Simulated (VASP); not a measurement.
Wanted: the native input for a VASP 6.6.1 run.

```
Task                            : G0W0 quasiparticle levels
Functional                      : PBE
Potentials or basis             : VASP PAW PBE potentials, release 64 (Al_GW, As_GW)
Cutoff                          : 500 eV
k mesh                          : 2 × 2 × 2
Occupations                     : gaussian, width 0.01 eV
Spin                            : no spin polarisation
Dipole correction               : no
GW scheme                       : G0W0
GW iterations                   : 1
Cutoff of the response function : 200
Frequency points                : 48
Empty bands                     : 882
Further INCAR settings          : ALGO = EVGW0; EDIFF = 1e-08; NBANDS = 886
```

Crystal: AlAs.

```
Al As
1.0
     0.00000    2.83050    2.83050
     2.83050    0.00000    2.83050
     2.83050    2.83050    0.00000
Al As
1 1
Direct
  0.00000 0.00000 0.00000
  0.25000 0.25000 0.25000
```

The input as run:

POSCAR

```
AlAs
1.0
    0.0000000000      2.8305000000      2.8305000000
    2.8305000000      0.0000000000      2.8305000000
    2.8305000000      2.8305000000      0.0000000000
Al As
1 1
Direct
    0.0000000000      0.0000000000      0.0000000000
    0.2500000000      0.2500000000      0.2500000000
```

INCAR.step1

```
PREC     = Accurate       # precision mode
ENCUT    = 500            # plane-wave cutoff, eV
EDIFF    = 1E-8           # SCF threshold, eV
ISMEAR   = 0              # smearing method
SIGMA    = 0.01           # smearing width, eV
LREAL    = F              # projectors in reciprocal space
LASPH    = T              # aspherical terms in the spheres
NELM     = 80             # most SCF steps
ALGO     = Normal         # electronic algorithm
LWAVE    = T              # write WAVECAR
LCHARG   = F              # write CHGCAR
GGA      = PE             # functional
```

INCAR.step2

```
PREC     = Accurate       # precision mode
ENCUT    = 500            # plane-wave cutoff, eV
EDIFF    = 1E-8           # SCF threshold, eV
ISMEAR   = 0              # smearing method
SIGMA    = 0.01           # smearing width, eV
LREAL    = F              # projectors in reciprocal space
LASPH    = T              # aspherical terms in the spheres
NELM     = 1              # most SCF steps
ALGO     = Exact          # electronic algorithm
LWAVE    = T              # write WAVECAR
LCHARG   = F              # write CHGCAR
GGA      = PE             # functional
NBANDS   = 886            # bands
LOPTICS  = T              # frequency-dependent dielectric function
ISTART   = 1
```

INCAR.step3

```
PREC     = Accurate       # precision mode
ENCUT    = 500            # plane-wave cutoff, eV
EDIFF    = 1E-8           # SCF threshold, eV
ISMEAR   = 0              # smearing method
SIGMA    = 0.01           # smearing width, eV
LREAL    = F              # projectors in reciprocal space
LASPH    = T              # aspherical terms in the spheres
ALGO     = EVGW0          # electronic algorithm
LWAVE    = F              # write WAVECAR
LCHARG   = F              # write CHGCAR
GGA      = PE             # functional
NELMGW   = 1            
NBANDS   = 886            # bands
ENCUTGW  = 200            # cutoff of the response function
NOMEGA   = 48             # frequency points
PRECFOCK = Fast         
ISTART   = 1            
NBANDSGW = 12
```

KPOINTS

```
Automatic mesh
0
Gamma
  2 2 2
```

Potentials or basis: VASP PAW PBE potentials, release 64 (Al_GW, As_GW).

The run is started by

```console
$ cat potpaw_PBE.64/Al_GW/POTCAR potpaw_PBE.64/As_GW/POTCAR > POTCAR
$ cp INCAR.step1 INCAR
$ mpirun -np 1 vasp_std > vasp.out
$ cp INCAR.step2 INCAR
$ mpirun -np 1 vasp_std > vasp.out
$ cp INCAR.step3 INCAR
$ mpirun -np 1 vasp_std > vasp.out
```

Results of the run:

```
Quasiparticle gap                                   : 1.83 eV
Least direct quasiparticle gap                      : 3.09 eV
Band gap of the starting levels on the mesh         : 1.26 eV
Least direct gap of the starting levels on the mesh : 2.01 eV
```

Caveat: the k points lie up to 0.96 Å⁻¹ apart; bands, screening cutoff and mesh are small and nothing is extrapolated, so the quasiparticle values aren't converged.

Run time: 71 s on 1 thread of Intel Xeon 8259CL, with other jobs on the host, peak memory 0.4 GiB.
